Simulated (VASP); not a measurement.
# GaN (Cm) in VASP: notebook, part 2 of 2

VASP 6.6.1.

## 3. Single point, r2SCAN (atom 3 (N) moved by (+0.100, +0.100) A along y and z)

The input, POSCAR:

```
GaN
1.0
    3.1830984299      0.0000000000      0.0000000000
   -1.5915492150      2.7566441030      0.0000000000
    0.0000000000      0.0000000000      5.1835962425
Ga N
2 2
Direct
    0.3333333333      0.6666666667      0.9991101046
    0.6666666667      0.3333333333      0.4991101046
    0.3514713294      0.7029426589      0.3951815214
    0.6666666667      0.3333333333      0.8758898954
```

The input, INCAR.step1:

```
PREC = Accurate
ENCUT = 520
ISMEAR = 0
SIGMA = 0.05
LREAL = F
LASPH = T
NELM = 60
NBANDS = 26
GGA = PE
ALGO = Normal
EDIFF = 1E-4
LWAVE = T
LCHARG = F
```

The input, INCAR.step2:

```
PREC = Accurate
ENCUT = 520
EDIFF = 1E-6
ISMEAR = 0
SIGMA = 0.05
LREAL = F
LASPH = T
NELM = 60
ALGO = Normal
ISIF = 2
LWAVE = F
LCHARG = F
METAGGA = R2SCAN
LMIXTAU = T
NBANDS = 26
ISTART = 1
```

The input, KPOINTS:

```
Automatic mesh
0
Gamma
  12 12 6
```

Potentials or basis: VASP PAW PBE potentials, release 64 (Ga_d, N).

Command:

```bash
cat potpaw_PBE.64/Ga_d/POTCAR potpaw_PBE.64/N/POTCAR > POTCAR
cp INCAR.step1 INCAR
mpirun -np 1 vasp_std > vasp.out
cp INCAR.step2 INCAR
mpirun -np 1 vasp_std > vasp.out
```

OUTCAR:

```text
PREC = Accurate
   ENCUT = 520
   EDIFF = 1E-6
   ISMEAR = 0
   LREAL = F
   LASPH = T
   NELM = 60
   ISIF = 2
   METAGGA = R2SCAN
   ISTART = 1

 ion  position               nearest neighbor table
   1  0.333  0.667  0.999-   4 1.95   4 1.95   4 1.95   3 2.06
   2  0.667  0.333  0.499-   3 1.82   4 1.95   3 1.97   3 1.97
   3  0.351  0.703  0.395-   2 1.82   2 1.97   2 1.97   1 2.06
   4  0.667  0.333  0.876-   1 1.95   1 1.95   1 1.95   2 1.95

  LATTYP: Found a hexagonal cell.
 ALAT       =     3.1830984299
 C/A-ratio  =     1.6284750084

  Lattice vectors:

 A1 = (   3.1830984299,   0.0000000000,   0.0000000000)
 A2 = (  -1.5915492150,   2.7566441030,   0.0000000000)
 A3 = (   0.0000000000,   0.0000000000,   5.1835962425)

Analysis of symmetry for initial positions (statically):
=====================================================================
 Subroutine PRICEL returns:
 Original cell was already a primitive cell.

 Routine SETGRP: Setting up the symmetry group for a
 hexagonal supercell.

 Subroutine GETGRP returns: Found  2 space group operations
 (whereof  2 operations were pure point group operations)
 out of a pool of 24 trial point group operations.

The static configuration has the point symmetry C_1h.

Analysis of symmetry for dynamics (positions and initial velocities):
=====================================================================
 Subroutine PRICEL returns:
 Original cell was already a primitive cell.

 Routine SETGRP: Setting up the symmetry group for a
 hexagonal supercell.

 Subroutine GETGRP returns: Found  2 space group operations
 (whereof  2 operations were pure point group operations)
 out of a pool of 24 trial point group operations.

The dynamic configuration has the point symmetry C_1h.

 Subroutine INISYM returns: Found  2 space group operations
 (whereof  2 operations are pure point group operations),
 and found     1 'primitive' translations

----------------------------------------------------------------------------------------

                                     Primitive cell

  volume of cell :      45.4843

  direct lattice vectors                    reciprocal lattice vectors
     3.183098430  0.000000000  0.000000000     0.314159308  0.181379961  0.000000000
    -1.591549215  2.756644103  0.000000000     0.000000000  0.362759922  0.000000000
     0.000000000  0.000000000  5.183596243     0.000000000  0.000000000  0.192916260

  length of vectors
     3.183098430  3.183098430  5.183596243     0.362759922  0.362759922  0.192916260

  position of ions in fractional coordinates (direct lattice)
     0.333333333  0.666666667  0.999110105
     0.666666667  0.333333333  0.499110105
     0.351471329  0.702942659  0.395181521
     0.666666667  0.333333333  0.875889895

  ion indices of the primitive-cell ions
   primitive index   ion index
                 1           1
                 2           2
                 3           3
                 4           4

----------------------------------------------------------------------------------------

 KPOINTS: Automatic mesh

Automatic generation of k-mesh.
 Grid dimensions read from file:
 generate k-points for:   12   12    6

 Generating k-lattice:

  Cartesian coordinates                     Fractional coordinates (reciprocal lattice)
     0.026179942  0.015114997  0.000000000     0.083333333  0.000000000  0.000000000
     0.000000000  0.030229994  0.000000000     0.000000000  0.083333333  0.000000000
     0.000000000  0.000000000  0.032152710     0.000000000  0.000000000  0.166666667

  Length of vectors
     0.030229994  0.030229994  0.032152710

  Shift w.r.t. Gamma in fractional coordinates (k-lattice)
     0.000000000  0.000000000  0.000000000

 Subroutine IBZKPT returns following result:
 ===========================================

 Found    242 irreducible k-points:

 Following reciprocal coordinates:
            Coordinates               Weight
  0.000000  0.000000  0.000000      1.000000
  0.083333  0.000000  0.000000      4.000000
  0.000000  0.083333  0.000000      2.000000
  0.166667  0.000000  0.000000      4.000000
  0.000000  0.166667  0.000000      2.000000
  0.250000  0.000000  0.000000      4.000000
[... 16 lines left out ...]
 -0.083333  0.416667  0.000000      4.000000
 -0.416667  0.333333  0.000000      4.000000
 [... further k-points ...]
   k-points           NKPTS =    242   k-points in BZ     NKDIM =    242   number of bands    NBANDS=     26
   number of dos      NEDOS =    301   number of ions     NIONS =      4
   total plane-waves  NPLWV =  23040
   dimension x,y,z NGX =    24 NGY =   24 NGZ =   40
   dimension x,y,z NGXF=    48 NGYF=   48 NGZF=   80
   ions per type =               2   2
   NGX,Y,Z   is equivalent  to a cutoff of  12.53, 12.53, 12.83 a.u.
   NGXF,Y,Z  is equivalent  to a cutoff of  25.07, 25.07, 25.66 a.u.
 SYSTEM =  unknown system
   PREC   = accura    normal or accurate (medium, high low for compatibility)
   ISTART =      1    job   : 0-new  1-cont  2-samecut
   ICHARG =      0    charge: 1-file 2-atom 10-const
   ISPIN  =      1    spin polarized calculation?
   LNONCOLLINEAR =      F non collinear calculations
   LSORBIT =      F    spin-orbit coupling
   LASPH  =      T    aspherical Exc in radial PAW
   ENCUT  =  520.0 eV  38.22 Ry    6.18 a.u.   5.92  5.92  9.64*2*pi/ulx,y,z
   NELM   =     60;   NELMIN=  2; NELMDL=  0     # of ELM steps
   EDIFF  = 0.1E-05   stopping-criterion for ELM
   LREAL  =      F    real-space projection
   EDIFFG = 0.1E-04   stopping-criterion for IOM
   NSW    =      0    number of steps for IOM
   IBRION =     -1    ionic relax: 0-MD 1-quasi-New 2-CG
   NFREE  =      0    steps in history (QN), initial steepest desc. (CG)
   ISIF   =      2    stress and relaxation
   ISYM   =      2    0-nonsym 1-usesym 2-fastsym
   POTIM  = 0.5000    time-step for ionic-motion
   TEBEG  =    0.0;   TEEND  =   0.0 temperature during run
   PSTRESS=    0.0 pullay stress
   NELECT =      36.0000    total number of electrons
   NUPDOWN=      -1.0000    fix difference up-down
   EMIN   =  10.00;   EMAX   =-10.00  energy-range for DOS
   EFERMI =   0.00;   METHOD = LEGACY
   ISMEAR =     0;   SIGMA  =   0.05  broadening in eV -4-tet -1-fermi 0-gaus
   EFERMI_NEDOS =   21; number of points for ismear=-14 and -15
   IALGO  =     38    algorithm
   IMIX   =      4    mixing-type and parameters
     AMIX     =   0.40;   BMIX     =  1.00
     AMIX_MAG =   1.60;   BMIX_MAG =  1.00
  volume/ion in A,a.u.               =      11.37        76.74
  Fermi-wavevector in a.u.,A,eV,Ry     =   1.514334  2.861676 31.200984  2.293208
  Thomas-Fermi vector in A             =   2.624005
   LORBIT       =      0    0 simple, 1 ext, 2 COOP (PROOUT), +10 PAW based schemes
   METAGGA = R2SCAN    functional components
   LHFCALC =     F    Hartree Fock is set to
   AEXX    =    0.0000 exact exchange contribution
   IVDW    =     0    specifies the selected vdW correction
   LEPSILON=     F    determine dielectric tensor
   LRPA    =     F    only Hartree local field effects (RPA)
 non-spin polarized calculation
 Gauss-broadening in eV      SIGMA  =   0.05
  energy-cutoff  :      520.00
  volume of cell :       45.48
 maximum number of plane-waves:      1248
   NGX = 11   NGY = 11   NGZ = 19

 number of electron      35.9999992 magnetization

 Free energy of the ion-electron system (eV)
  ---------------------------------------------------
  ext. energy  EPLUGINS =         0.00000000
  ---------------------------------------------------
  free energy    TOTEN  =       -43.64054730 eV

  energy without entropy =      -43.64054730  energy(sigma->0) =      -43.64054730

 E-fermi :   5.4526     XC(G=0): -12.6620

 val. band max:        5.1651818316   @ k =   0.0000   0.0000   0.0000
 cond. band min:       7.4358130677   @ k =   0.0000   0.0000   0.0000
 fundamental gap:      2.2706312361
 Fermi energy:         5.4526356188

 k-point     1 :       0.0000    0.0000    0.0000
  band No.  band energies     occupation
      1     -11.7520      2.00000
      2     -10.7647      2.00000
      3      -8.7626      2.00000
      4      -8.7521      2.00000
      5      -8.7265      2.00000
      6      -8.6637      2.00000
[... 685 lines left out ...]
     25      17.4728      0.00000
     26      19.3500      0.00000

 [... further k-points ...]

------------------------ aborting loop because EDIFF is reached ----------------------------------------

  FORCE on cell =-STRESS in cart. coord.  units (eV):
  Direction    XX          YY          ZZ          XY          YZ          ZX
  --------------------------------------------------------------------------------------
  -------------------------------------------------------------------------------------
  Total       -0.1928587      2.6176158     -0.3140160     -0.0000000      0.7349497     -0.0000000
  in kB       -6.7934101     92.2050184    -11.0611534     -0.0000000     25.8884613     -0.0000000
  external PRESSURE =      24.7834850 kB  Pullay stress =       0.0000000 kB

 VOLUME and BASIS-vectors are now :
 -----------------------------------------------------------------------------
  energy-cutoff  :      520.00
  volume of cell :       45.48
      direct lattice vectors                 reciprocal lattice vectors
     3.183098430  0.000000000  0.000000000     0.314159308  0.181379961  0.000000000
    -1.591549215  2.756644103  0.000000000     0.000000000  0.362759922  0.000000000
     0.000000000  0.000000000  5.183596243     0.000000000  0.000000000  0.192916260

 POSITION                                       TOTAL-FORCE (eV/Angst)
 -----------------------------------------------------------------------------------
     -0.00000      1.83776      5.17898        -0.000000      0.138247      0.470644
      1.59155      0.91888      2.58719        -0.000000      1.831603      0.635075
     -0.00000      1.93776      2.04846         0.000000     -2.051507     -1.749422
      1.59155      0.91888      4.54026        -0.000000      0.081656      0.643703
 -----------------------------------------------------------------------------------
    total drift:                                0.000003     -0.003666      0.019402

  FREE ENERGIE OF THE ION-ELECTRON SYSTEM (eV)
  ---------------------------------------------------
  free  energy   TOTEN  =       -43.6405472950 eV

  energy  without entropy=      -43.6405472950  energy(sigma->0) =      -43.64054730
```

Run time: 20 min. Hardware: 1 thread of Oxide Virtual Turin-like, shared host; peak memory 0.32 GiB.

What came out:

| Property | Result |
| --- | --- |
| Free energy | -43.6405 eV |
| Pressure | 2.5 GPa |
| Largest force | 2.696 eV/Å |
| Band gap on the k mesh | 2.27 eV |

Forces on the atoms (eV/Å):
```
Ga   0.000  0.138  0.471
Ga   0.000  1.832  0.635
N    0.000 -2.052 -1.749
N    0.000  0.082  0.644
```

Caveat: the cell differs from its parent crystal (atom 3 (N) moved by (+0.100, +0.100) A along y and z); the stress differs along the axes, from -1 to 9 GPa; the PAW data sets were made with another functional, which shifts forces and pressure a little.
